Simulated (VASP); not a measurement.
# ZrB (Fm-3m) in VASP: further runs

The runs below take ZrB through single point, with PBE, r2SCAN.

Everything below comes from runs of VASP 6.6.1. Logs are shortened: lines on timing, memory, paths and dates and some standing lists are left out, and cuts for length are marked.

## 1. The cell of the first run

It takes space group Fm-3m (No. 225, cubic). The conventional cell has a = 4.711 Å, b = 4.711 Å, c = 4.711 Å, α = 90.00°, β = 90.00°, γ = 90.00°. Zr (site symmetry m-3m) has 6 B at 2.36 Å within 3.1 Å. B (site symmetry m-3m) has 6 Zr at 2.36 Å within 3.1 Å.

## 2. Single point, PBE

INCAR

```
ALGO = Normal
EDIFF = 1E-6
ENCUT = 520
GGA = PE
ISIF = 2
ISMEAR = -1
LASPH = T
LCHARG = F
LREAL = F
LWAVE = F
NBANDS = 14
NELM = 60
PREC = Accurate
SIGMA = 0.05
```

KPOINTS

```
k-points
0
Gamma
  10 10 10
```

POSCAR

```
ZrB
1.0
    0.0000000000      2.3555956139      2.3555956139
    2.3555956139      0.0000000000      2.3555956139
    2.3555956139      2.3555956139      0.0000000000
Zr B
1 1
Direct
    0.0000000000      0.0000000000      0.0000000000
    0.5000000000      0.5000000000      0.5000000000
```

Potentials or basis: VASP PAW PBE potentials, release 64 (Zr_sv, B).

Run with:

```console
> cat potpaw_PBE.64/Zr_sv/POTCAR potpaw_PBE.64/B/POTCAR > POTCAR
> mpirun -np 1 vasp_std > vasp.out
```

OUTCAR:

```text
EDIFF = 1E-6
   ENCUT = 520
   GGA = PE
   ISIF = 2
   ISMEAR = -1
   LASPH = T
   LREAL = F
   NELM = 60
   PREC = Accurate

 ion  position               nearest neighbor table
   1  0.000  0.000  0.000-   2 2.36   2 2.36   2 2.36   2 2.36   2 2.36   2 2.36
   2  0.500  0.500  0.500-   1 2.36   1 2.36   1 2.36   1 2.36   1 2.36   1 2.36

  LATTYP: Found a face centered cubic cell.
 ALAT       =     4.7111912278

  Lattice vectors:

 A1 = (   0.0000000000,   2.3555956139,   2.3555956139)
 A2 = (   2.3555956139,   0.0000000000,   2.3555956139)
 A3 = (   2.3555956139,   2.3555956139,   0.0000000000)

Analysis of symmetry for initial positions (statically):
=====================================================================
 Subroutine PRICEL returns:
 Original cell was already a primitive cell.

 Routine SETGRP: Setting up the symmetry group for a
 face centered cubic supercell.

 Subroutine GETGRP returns: Found 48 space group operations
 (whereof 48 operations were pure point group operations)
 out of a pool of 48 trial point group operations.

The static configuration has the point symmetry O_h .

Analysis of symmetry for dynamics (positions and initial velocities):
=====================================================================
 Subroutine PRICEL returns:
 Original cell was already a primitive cell.

 Routine SETGRP: Setting up the symmetry group for a
 face centered cubic supercell.

 Subroutine GETGRP returns: Found 48 space group operations
 (whereof 48 operations were pure point group operations)
 out of a pool of 48 trial point group operations.

The dynamic configuration has the point symmetry O_h .

 Subroutine INISYM returns: Found 48 space group operations
 (whereof 48 operations are pure point group operations),
 and found     1 'primitive' translations

----------------------------------------------------------------------------------------

                                     Primitive cell

  volume of cell :      26.1416

  direct lattice vectors                    reciprocal lattice vectors
     0.000000000  2.355595614  2.355595614    -0.212260541  0.212260541  0.212260541
     2.355595614  0.000000000  2.355595614     0.212260541 -0.212260541  0.212260541
     2.355595614  2.355595614  0.000000000     0.212260541  0.212260541 -0.212260541

[... 84 lines left out ...]
   LREAL  =      F    real-space projection
   EDIFFG = 0.1E-04   stopping-criterion for IOM
   NSW    =      0    number of steps for IOM
   IBRION =     -1    ionic relax: 0-MD 1-quasi-New 2-CG
   NFREE  =      0    steps in history (QN), initial steepest desc. (CG)
   ISIF   =      2    stress and relaxation
   ISYM   =      2    0-nonsym 1-usesym 2-fastsym
   POTIM  = 0.5000    time-step for ionic-motion
   TEBEG  =    0.0;   TEEND  =   0.0 temperature during run
   PSTRESS=    0.0 pullay stress
   NELECT =      15.0000    total number of electrons
   NUPDOWN=      -1.0000    fix difference up-down
   EMIN   =  10.00;   EMAX   =-10.00  energy-range for DOS
   EFERMI =   0.00;   METHOD = LEGACY
   ISMEAR =    -1;   SIGMA  =   0.05  broadening in eV -4-tet -1-fermi 0-gaus
   EFERMI_NEDOS =   21; number of points for ismear=-14 and -15
   IALGO  =     38    algorithm
   IMIX   =      4    mixing-type and parameters
     AMIX     =   0.40;   BMIX     =  1.00
     AMIX_MAG =   1.60;   BMIX_MAG =  1.00
  volume/ion in A,a.u.               =      13.07        88.21
  Fermi-wavevector in a.u.,A,eV,Ry     =   1.360383  2.570751 25.179510  1.850642
  Thomas-Fermi vector in A             =   2.487050
   LORBIT       =      0    0 simple, 1 ext, 2 COOP (PROOUT), +10 PAW based schemes
   GGA     = PE    functional components
   LHFCALC =     F    Hartree Fock is set to
   AEXX    =    0.0000 exact exchange contribution
   IVDW    =     0    specifies the selected vdW correction
   LEPSILON=     F    determine dielectric tensor
   LRPA    =     F    only Hartree local field effects (RPA)
 non-spin polarized calculation
  energy-cutoff  :      520.00
  volume of cell :       26.14
 maximum number of plane-waves:       725
 NGX is ok and might be reduce to    28
   NGX = 13   NGY = 13   NGZ = 13

 number of electron      15.0000000 magnetization

 Free energy of the ion-electron system (eV)
  ---------------------------------------------------
  ext. energy  EPLUGINS =         0.00000000
  ---------------------------------------------------
  free energy    TOTEN  =       -15.77207120 eV

  energy without entropy =      -15.76248283  energy(sigma->0) =      -15.76727702

 E-fermi :   8.6084     XC(G=0): -12.0347

 val. band max:        8.5824512734   @ k =   0.3000   0.2000   0.1000
 cond. band min:       8.6116173186   @ k =   0.5000   0.3000   0.1000
 fundamental gap:      0.0291660452
 Fermi energy:         8.6083598258

 k-point     1 :       0.0000    0.0000    0.0000
  band No.  band energies     occupation
      1     -38.3256      2.00000
      2     -16.0949      2.00000
      3     -16.0949      2.00000
      4     -16.0949      2.00000
      5       0.3423      2.00000
      6      10.5018      0.00000
      7      10.5018      0.00000
      8      10.5018      0.00000
      9      12.1786      0.00000
     10      12.1786      0.00000
     11      12.3287      0.00000
     12      12.3287      0.00000
     13      12.3287      0.00000
     14      19.6476      0.00000
[... 377 lines left out ...]
      1     -38.2176      2.00000
      2     -16.7086      2.00000
      3     -16.3420      2.00000
      4     -16.3158      2.00000
      5       2.5308      2.00000
      6       6.9321      2.00000
      7       7.9210      2.00000
      8       9.9148      0.00000
      9      10.7032      0.00000
     10      14.0088      0.00000
     11      15.5382      0.00000
     12      15.7830      0.00000
     13      19.7542      0.00000
     14      22.2336      0.00000

 [... further k-points ...]
[... 5 lines left out ...]
  --------------------------------------------------------------------------------------
  -------------------------------------------------------------------------------------
  Total        3.9720536      3.9720536      3.9720536     -0.0000000      0.0000000     -0.0000000
  in kB      243.4408617    243.4408617    243.4408617     -0.0000000      0.0000000     -0.0000000
  external PRESSURE =     243.4408617 kB  Pullay stress =       0.0000000 kB

 VOLUME and BASIS-vectors are now :
 -----------------------------------------------------------------------------
  energy-cutoff  :      520.00
  volume of cell :       26.14
      direct lattice vectors                 reciprocal lattice vectors
     0.000000000  2.355595614  2.355595614    -0.212260541  0.212260541  0.212260541
     2.355595614  0.000000000  2.355595614     0.212260541 -0.212260541  0.212260541
     2.355595614  2.355595614  0.000000000     0.212260541  0.212260541 -0.212260541

 POSITION                                       TOTAL-FORCE (eV/Angst)
 -----------------------------------------------------------------------------------
      0.00000      0.00000      0.00000         0.000000      0.000000      0.000000
      2.35560      2.35560      2.35560        -0.000000     -0.000000     -0.000000
 -----------------------------------------------------------------------------------
    total drift:                               -0.000000      0.000000      0.000000

  FREE ENERGIE OF THE ION-ELECTRON SYSTEM (eV)
  ---------------------------------------------------
  free  energy   TOTEN  =       -15.7720712047 eV

  energy  without entropy=      -15.7624828268  energy(sigma->0) =      -15.76727702
```

OSZICAR:

```text
N       E                     dE             d eps       ncg     rms          rms(c)
DAV:   1     0.963588907429E+02    0.96359E+02   -0.79061E+03  1316   0.104E+03
DAV:   2    -0.137153712596E+02   -0.11007E+03   -0.10431E+03  1634   0.281E+02
DAV:   3    -0.174973134969E+02   -0.37819E+01   -0.37564E+01  1936   0.447E+01
DAV:   4    -0.175548567128E+02   -0.57543E-01   -0.57509E-01  1572   0.544E+00
DAV:   5    -0.175563681505E+02   -0.15114E-02   -0.15114E-02  1996   0.567E-01    0.216E+01
DAV:   6    -0.157776761485E+02    0.17787E+01   -0.25628E+00  1544   0.143E+01    0.798E+00
DAV:   7    -0.157682250317E+02    0.94511E-02   -0.26658E-01  1866   0.373E+00    0.346E+00
DAV:   8    -0.157725604093E+02   -0.43354E-02   -0.29584E-02  1584   0.153E+00    0.394E-01
DAV:   9    -0.157719690587E+02    0.59135E-03   -0.25886E-03  1550   0.314E-01    0.152E-01
DAV:  10    -0.157720761054E+02   -0.10705E-03   -0.36887E-04  1544   0.219E-01    0.287E-02
DAV:  11    -0.157720727141E+02    0.33912E-05   -0.12981E-05  1638   0.320E-02    0.404E-03
DAV:  12    -0.157720711944E+02    0.15197E-05   -0.72983E-07  1024   0.966E-03    0.207E-03
DAV:  13    -0.157720712047E+02   -0.10221E-07   -0.78214E-08   760   0.304E-03
   1 F= -.15772071E+02 E0= -.15767277E+02  d E =-.958838E-02
```

It took 46 s on 1 thread of AMD EPYC 7R13, shared host; peak memory 0.13 GiB.

Results:

* Free energy: -15.7721 eV
* Pressure: 24.3 GPa

## 3. Single point, PBE

This run uses another cell than the first one, of 13.32 Å³/atom, 1.019 times its volume.

INCAR

```
  PREC = Accurate
  ENCUT = 520
  EDIFF = 1E-7
  ISMEAR = -1
  SIGMA = 0.05
  LREAL = F
  LASPH = T
  NELM = 100
  ALGO = Normal
  ISIF = 2
  LWAVE = F
  LCHARG = F
  GGA = PE
  NBANDS = 14
```

KPOINTS

```
Automatic mesh
0
Gamma
  10 10 10
```

POSCAR

```
ZrB
1.0
    0.0000000000      2.3705998121      2.3705998121
    2.3705998121      0.0000000000      2.3705998121
    2.3705998121      2.3705998121      0.0000000000
Zr B
1 1
Direct
    0.0000000000      0.0000000000      0.0000000000
    0.5000000000      0.5000000000      0.5000000000
```

Potentials or basis: VASP PAW PBE potentials, release 64 (Zr_sv, B).

Run with:

```console
> cat potpaw_PBE.64/Zr_sv/POTCAR potpaw_PBE.64/B/POTCAR > POTCAR
> mpirun -np 1 vasp_std > vasp.out
```

Wall time 42 s (1 thread of AMD EPYC 7R13, shared host); peak memory 0.13 GiB.

The run converged. Its results:

| Quantity | Value |
| --- | --- |
| Free energy | -15.8415 eV |
| Pressure | 19.8 GPa |

Levels at points of the mesh, in eV from the Fermi level:
| k point | band 5 | band 6 | band 7 | band 8 | band 9 | band 10 | band 11 | band 12 |
| --- | --- | --- | --- | --- | --- | --- | --- | --- |
| (0.00, 0.00, 0.00) | -8.23 | 1.87 | 1.87 | 1.87 | 3.50 | 3.50 | 3.67 | 3.67 |
| (0.50, 0.00, 0.00) | -4.04 | -3.85 | -1.30 | -1.30 | 5.42 | 5.42 | 6.89 | 7.98 |
| (0.50, 0.50, 0.00) | -6.34 | -0.97 | -0.51 | 2.35 | 2.35 | 5.14 | 6.49 | 6.49 |

## 4. Single point, r2SCAN

This run uses another cell than the first one, of 11.81 Å³/atom, 0.904 times its volume.

POSCAR

```
ZrB
1.0
    0.0000000000      2.2775377028      2.2775377028
    2.2775377028      0.0000000000      2.2775377028
    2.2775377028      2.2775377028      0.0000000000
Zr B
1 1
Direct
    0.0000000000      0.0000000000      0.0000000000
    0.5000000000      0.5000000000      0.5000000000
```

INCAR.step1

```
SYSTEM = ZrB
PREC = Accurate ; ENCUT = 520
ISMEAR = -1 ; SIGMA = 0.05
LREAL = .False. ; LASPH = .True.
NELM = 80 ; NBANDS = 14
GGA = PE ; ALGO = Normal
EDIFF = 1E-4 ; LWAVE = .True.
LCHARG = .False.
```

INCAR.step2

```
SYSTEM = ZrB
PREC = Accurate ; ENCUT = 520
EDIFF = 1E-6 ; ISMEAR = -1
SIGMA = 0.05 ; LREAL = .False.
LASPH = .True. ; NELM = 80
ALGO = Normal ; ISIF = 2
LWAVE = .False. ; LCHARG = .False.
METAGGA = R2SCAN ; LMIXTAU = .True.
NBANDS = 14 ; ISTART = 1
```

KPOINTS

```
regular mesh
0
Gamma
  10 10 10
  0 0 0
```

Run with:

```console
> cat potpaw_PBE.64/Zr_sv/POTCAR potpaw_PBE.64/B/POTCAR > POTCAR
> cp INCAR.step1 INCAR
> mpirun -np 1 vasp_std > vasp.out
> cp INCAR.step2 INCAR
> mpirun -np 1 vasp_std > vasp.out
```

Wall time 1.8 min (1 thread of AMD EPYC 7R13, shared host); peak memory 0.12 GiB.

The run converged. Its results:

| Quantity | Value |
| --- | --- |
| Free energy | -30.0953 eV |
| Pressure | 56.5 GPa |

Levels at points of the mesh, in eV from the Fermi level:
```csv
k point,band 6,band 7,band 8,band 9,band 10,band 11
"(0.00, 0.00, 0.00)",2.23,2.23,2.23,4.11,4.11,4.16
"(0.50, 0.00, 0.00)",-3.72,-1.63,-1.63,6.58,6.58,8.44
"(0.50, 0.50, 0.00)",-1.26,-0.14,2.89,2.89,6.09,7.90
```

Caveat: the PAW data sets were made with another functional, which shifts forces and pressure a little.

## 5. The runs side by side

| level | cell | gap on the mesh (eV) | pressure (GPa) |
| --- | --- | --- | --- |
| PBE | a = 3.331 Å, angles 60.0°, 2 atoms | none | 24.3 |
| PBE | a = 3.353 Å, angles 60.0°, 2 atoms | none | 19.8 |
| r2SCAN | a = 3.221 Å, angles 60.0°, 2 atoms | none | 56.5 |

Alike in all rows: task single point; potentials or basis VASP PAW PBE potentials, release 64 (Zr_sv, B); no spin polarisation; k mesh 10 × 10 × 10; cutoff (eV) 520; smearing fermi-dirac 0.05 eV.

Caveats: the PAW data sets were made with another functional, which shifts forces and pressure a little (some runs).

Absolute energies hang on the potentials; compare differences alone.
